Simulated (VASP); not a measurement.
# RbBr (P4/mmm) in VASP: single point with PBE

Aim: the single point of RbBr with PBE.

All numbers are computed with VASP 6.6.1; they aren't measurements. Logs are shortened: lines on timing, memory, paths and dates and some standing lists are left out, and cuts for length are marked.

## 1. The cell of the first run

The structure is tetragonal, space group P4/mmm (No. 123). The conventional cell has a = 4.752 Å, b = 4.752 Å, c = 4.632 Å, α = 90.00°, β = 90.00°, γ = 90.00°. Within 4.4 Å of Rb (site symmetry 4/mmm) lie 4 Br at 3.36 Å. Br (site symmetry 4/mmm) has 4 Rb at 3.36 Å within 4.4 Å.

## 2. Single point, PBE

Contents of INCAR:

```
PREC = Accurate
ENCUT = 500
EDIFF = 1E-6
ISMEAR = 0
SIGMA = 0.15
LREAL = False
LASPH = True
NELM = 120
ALGO = Normal
ISIF = 2
LWAVE = False
LCHARG = False
GGA = PE
NBANDS = 15
GGA_COMPAT = False
```

Contents of KPOINTS:

```
Automatic mesh
0
Gamma
  3 3 4
```

Contents of POSCAR:

```
RbBr
1.0
    4.7519212430      0.0000000000      0.0000000000
    0.0000000000      4.7519212430      0.0000000000
    0.0000000000      0.0000000000      4.6323794756
Rb Br
1 1
Direct
    0.0000000000      0.0000000000      0.0000000000
    0.5000000000      0.5000000000      0.0000000000
```

Potentials or basis: VASP PAW PBE potentials, release 64 (Rb_sv, Br).

Command:

```sh
cat potpaw_PBE.64/Rb_sv/POTCAR potpaw_PBE.64/Br/POTCAR > POTCAR
mpirun -np 1 vasp_std > vasp.out
```

OUTCAR:

```text
PREC = Accurate
   ENCUT = 500
   EDIFF = 1E-6
   ISMEAR = 0
   LREAL = False
   LASPH = True
   NELM = 120
   ISIF = 2
   GGA = PE

 ion  position               nearest neighbor table
   1  0.000  0.000  0.000-   2 3.36   2 3.36   2 3.36   2 3.36
   2  0.500  0.500  0.000-   1 3.36   1 3.36   1 3.36   1 3.36

  LATTYP: Found a simple tetragonal cell.
 ALAT       =     4.7519212430
 C/A-ratio  =     0.9748434872

  Lattice vectors:

 A1 = (   4.7519212430,   0.0000000000,   0.0000000000)
 A2 = (   0.0000000000,   4.7519212430,   0.0000000000)
 A3 = (   0.0000000000,   0.0000000000,   4.6323794756)

Analysis of symmetry for initial positions (statically):
=====================================================================
 Subroutine PRICEL returns:
 Original cell was already a primitive cell.

 Routine SETGRP: Setting up the symmetry group for a
 simple tetragonal supercell.

 Subroutine GETGRP returns: Found 16 space group operations
 (whereof 16 operations were pure point group operations)
 out of a pool of 16 trial point group operations.

The static configuration has the point symmetry D_4h.

Analysis of symmetry for dynamics (positions and initial velocities):
=====================================================================
 Subroutine PRICEL returns:
 Original cell was already a primitive cell.

 Routine SETGRP: Setting up the symmetry group for a
 simple tetragonal supercell.

 Subroutine GETGRP returns: Found 16 space group operations
 (whereof 16 operations were pure point group operations)
 out of a pool of 16 trial point group operations.

The dynamic configuration has the point symmetry D_4h.

 Subroutine INISYM returns: Found 16 space group operations
 (whereof 16 operations are pure point group operations),
 and found     1 'primitive' translations

----------------------------------------------------------------------------------------

                                     Primitive cell

  volume of cell :     104.6026

  direct lattice vectors                    reciprocal lattice vectors
     4.751921243  0.000000000  0.000000000     0.210441198  0.000000000  0.000000000
     0.000000000  4.751921243  0.000000000     0.000000000  0.210441198  0.000000000
     0.000000000  0.000000000  4.632379476     0.000000000  0.000000000  0.215871779

  length of vectors
     4.751921243  4.751921243  4.632379476     0.210441198  0.210441198  0.215871779

  position of ions in fractional coordinates (direct lattice)
     0.000000000  0.000000000  0.000000000
     0.500000000  0.500000000  0.000000000

  ion indices of the primitive-cell ions
   primitive index   ion index
                 1           1
                 2           2

----------------------------------------------------------------------------------------

 KPOINTS: Automatic mesh

Automatic generation of k-mesh.
 Grid dimensions read from file:
 generate k-points for:    3    3    4

 Generating k-lattice:

  Cartesian coordinates                     Fractional coordinates (reciprocal lattice)
     0.070147066  0.000000000  0.000000000     0.333333333  0.000000000  0.000000000
     0.000000000  0.070147066  0.000000000     0.000000000  0.333333333  0.000000000
     0.000000000  0.000000000  0.053967945     0.000000000  0.000000000  0.250000000

  Length of vectors
     0.070147066  0.070147066  0.053967945

  Shift w.r.t. Gamma in fractional coordinates (k-lattice)
     0.000000000  0.000000000  0.000000000

 Subroutine IBZKPT returns following result:
 ===========================================

 Found      9 irreducible k-points:

 Following reciprocal coordinates:
            Coordinates               Weight
  0.000000  0.000000  0.000000      1.000000
  0.333333  0.000000  0.000000      4.000000
  0.333333  0.333333  0.000000      4.000000
  0.000000  0.000000  0.250000      2.000000
  0.333333  0.000000  0.250000      8.000000
  0.333333  0.333333  0.250000      8.000000
  0.000000  0.000000  0.500000      1.000000
  0.333333  0.000000  0.500000      4.000000
  0.333333  0.333333  0.500000      4.000000
   k-points           NKPTS =      9   k-points in BZ     NKDIM =      9   number of bands    NBANDS=     15
   number of dos      NEDOS =    301   number of ions     NIONS =      2
   total plane-waves  NPLWV =  46656
   dimension x,y,z NGX =    36 NGY =   36 NGZ =   36
   dimension x,y,z NGXF=    72 NGYF=   72 NGZF=   72
   ions per type =               1   1
   NGX,Y,Z   is equivalent  to a cutoff of  12.59, 12.59, 12.92 a.u.
   NGXF,Y,Z  is equivalent  to a cutoff of  25.19, 25.19, 25.84 a.u.
 SYSTEM =  unknown system
   PREC   = accura    normal or accurate (medium, high low for compatibility)
   ISTART =      0    job   : 0-new  1-cont  2-samecut
   ICHARG =      2    charge: 1-file 2-atom 10-const
   ISPIN  =      1    spin polarized calculation?
   LNONCOLLINEAR =      F non collinear calculations
   LSORBIT =      F    spin-orbit coupling
   LASPH  =      T    aspherical Exc in radial PAW
   ENCUT  =  500.0 eV  36.75 Ry    6.06 a.u.   8.66  8.66  8.45*2*pi/ulx,y,z
   NELM   =    120;   NELMIN=  2; NELMDL= -5     # of ELM steps
   EDIFF  = 0.1E-05   stopping-criterion for ELM
   LREAL  =      F    real-space projection
   EDIFFG = 0.1E-04   stopping-criterion for IOM
   NSW    =      0    number of steps for IOM
   IBRION =     -1    ionic relax: 0-MD 1-quasi-New 2-CG
   NFREE  =      0    steps in history (QN), initial steepest desc. (CG)
   ISIF   =      2    stress and relaxation
   ISYM   =      2    0-nonsym 1-usesym 2-fastsym
   POTIM  = 0.5000    time-step for ionic-motion
   TEBEG  =    0.0;   TEEND  =   0.0 temperature during run
   PSTRESS=    0.0 pullay stress
   NELECT =      16.0000    total number of electrons
   NUPDOWN=      -1.0000    fix difference up-down
   EMIN   =  10.00;   EMAX   =-10.00  energy-range for DOS
   EFERMI =   0.00;   METHOD = LEGACY
   ISMEAR =     0;   SIGMA  =   0.15  broadening in eV -4-tet -1-fermi 0-gaus
   EFERMI_NEDOS =   21; number of points for ismear=-14 and -15
   IALGO  =     38    algorithm
   IMIX   =      4    mixing-type and parameters
     AMIX     =   0.40;   BMIX     =  1.00
     AMIX_MAG =   1.60;   BMIX_MAG =  1.00
  volume/ion in A,a.u.               =      52.30       352.95
  Fermi-wavevector in a.u.,A,eV,Ry     =   0.875522  1.654498 10.429404  0.766540
  Thomas-Fermi vector in A             =   1.995205
   LORBIT       =      0    0 simple, 1 ext, 2 COOP (PROOUT), +10 PAW based schemes
   GGA     = PE    functional components
   LHFCALC =     F    Hartree Fock is set to
   AEXX    =    0.0000 exact exchange contribution
   IVDW    =     0    specifies the selected vdW correction
   LEPSILON=     F    determine dielectric tensor
   LRPA    =     F    only Hartree local field effects (RPA)
 non-spin polarized calculation
 Gauss-broadening in eV      SIGMA  =   0.15
  energy-cutoff  :      500.00
  volume of cell :      104.60
 maximum number of plane-waves:      2673
 NGX is ok and might be reduce to    36
   NGX = 17   NGY = 17   NGZ = 17

 number of electron      16.0000000 magnetization

 Free energy of the ion-electron system (eV)
  ---------------------------------------------------
  ext. energy  EPLUGINS =         0.00000000
  ---------------------------------------------------
  free energy    TOTEN  =        -5.75478188 eV

  energy without entropy =       -5.75478188  energy(sigma->0) =       -5.75478188

 E-fermi :  -1.5319     XC(G=0):  -6.1473

 val. band max:       -2.1935070607   @ k =   0.3333   0.3333   0.0000
 cond. band min:       1.1251548782   @ k =   0.0000   0.0000   0.0000
 fundamental gap:      3.3186619389
 Fermi energy:        -1.5318523026

 k-point     1 :       0.0000    0.0000    0.0000
  band No.  band energies     occupation
      1     -27.5249      2.00000
      2     -14.4983      2.00000
      3     -11.7086      2.00000
      4     -11.5636      2.00000
      5     -11.5636      2.00000
      6      -2.4820      2.00000
      7      -2.4820      2.00000
      8      -2.2409      2.00000
      9       1.1252      0.00000
     10       3.3155      0.00000
     11       4.7567      0.00000
     12       5.8490      0.00000
     13       6.7673      0.00000
     14       6.7673      0.00000
     15       7.1097      0.00000

 k-point     2 :       0.3333    0.0000    0.0000
  band No.  band energies     occupation
      1     -27.5218      2.00000
      2     -14.5575      2.00000
      3     -11.7013      2.00000
      4     -11.5402      2.00000
      5     -11.4788      2.00000
      6      -3.1665      2.00000
      7      -2.7261      2.00000
      8      -2.2433      2.00000
      9       2.1490      0.00000
     10       4.0418      0.00000
     11       5.3395      0.00000
     12       6.5580      0.00000
     13       6.5829      0.00000
     14       7.0926      0.00000
     15       7.1688      0.00000

 k-point     3 :       0.3333    0.3333    0.0000
  band No.  band energies     occupation
      1     -27.5191      2.00000
      2     -14.5094      2.00000
      3     -11.6952      2.00000
      4     -11.6428      2.00000
      5     -11.5489      2.00000
      6      -3.0294      2.00000
      7      -2.7338      2.00000
      8      -2.1935      2.00000
      9       2.6583      0.00000
     10       4.7869      0.00000
     11       5.3416      0.00000
     12       5.7544      0.00000
     13       6.1088      0.00000
     14       6.2099      0.00000
     15       7.3519      0.00000
[... 73 lines left out ...]
 k-point     8 :       0.3333    0.0000    0.5000
  band No.  band energies     occupation
      1     -27.5176      2.00000
      2     -14.5269      2.00000
      3     -11.8119      2.00000
      4     -11.5304      2.00000
      5     -11.4686      2.00000
      6      -3.0378      2.00000
      7      -2.8729      2.00000
      8      -2.6620      2.00000
      9       3.6911      0.00000
     10       4.4534      0.00000
     11       4.9882      0.00000
     12       5.4382      0.00000
     13       5.6121      0.00000
     14       7.4817      0.00000
     15       7.7901      0.00000

 k-point     9 :       0.3333    0.3333    0.5000
  band No.  band energies     occupation
      1     -27.5149      2.00000
      2     -14.4799      2.00000
      3     -11.8032      2.00000
      4     -11.6297      2.00000
      5     -11.5375      2.00000
      6      -2.9201      2.00000
      7      -2.7759      2.00000
      8      -2.6396      2.00000
      9       3.5055      0.00000
     10       3.5142      0.00000
     11       5.5404      0.00000
     12       5.6923      0.00000
     13       6.4091      0.00000
     14       7.5246      0.00000
     15       7.8783      0.00000

------------------------ aborting loop because EDIFF is reached ----------------------------------------

  FORCE on cell =-STRESS in cart. coord.  units (eV):
  Direction    XX          YY          ZZ          XY          YZ          ZX
  --------------------------------------------------------------------------------------
  -------------------------------------------------------------------------------------
  Total        0.0284914      0.0284914      0.4959766      0.0000000     -0.0000000      0.0000000
  in kB        0.4363977      0.4363977      7.5967728      0.0000000     -0.0000000      0.0000000
  external PRESSURE =       2.8231894 kB  Pullay stress =       0.0000000 kB

 VOLUME and BASIS-vectors are now :
 -----------------------------------------------------------------------------
  energy-cutoff  :      500.00
  volume of cell :      104.60
      direct lattice vectors                 reciprocal lattice vectors
     4.751921243  0.000000000  0.000000000     0.210441198  0.000000000  0.000000000
     0.000000000  4.751921243  0.000000000     0.000000000  0.210441198  0.000000000
     0.000000000  0.000000000  4.632379476     0.000000000  0.000000000  0.215871779

 POSITION                                       TOTAL-FORCE (eV/Angst)
 -----------------------------------------------------------------------------------
      0.00000      0.00000      0.00000         0.000000      0.000000      0.000000
      2.37596      2.37596      0.00000         0.000000      0.000000      0.000000
 -----------------------------------------------------------------------------------
    total drift:                                0.000000      0.000000     -0.000000

  FREE ENERGIE OF THE ION-ELECTRON SYSTEM (eV)
  ---------------------------------------------------
  free  energy   TOTEN  =        -5.7547818796 eV

  energy  without entropy=       -5.7547818795  energy(sigma->0) =       -5.75478188
```

Wall time 10 s (1 thread of Intel Xeon Platinum 8488C (Sapphire Rapids), shared host); peak memory 0.2 GiB.

Results:

| Property | Result |
| --- | --- |
| Free energy | -5.7548 eV |
| Pressure | 0.3 GPa |
| Band gap on the k mesh | 3.32 eV, indirect (least direct gap 3.37 eV) |

Caveat: the k points lie up to 0.44 Å⁻¹ apart. A k mesh can miss the band edges.
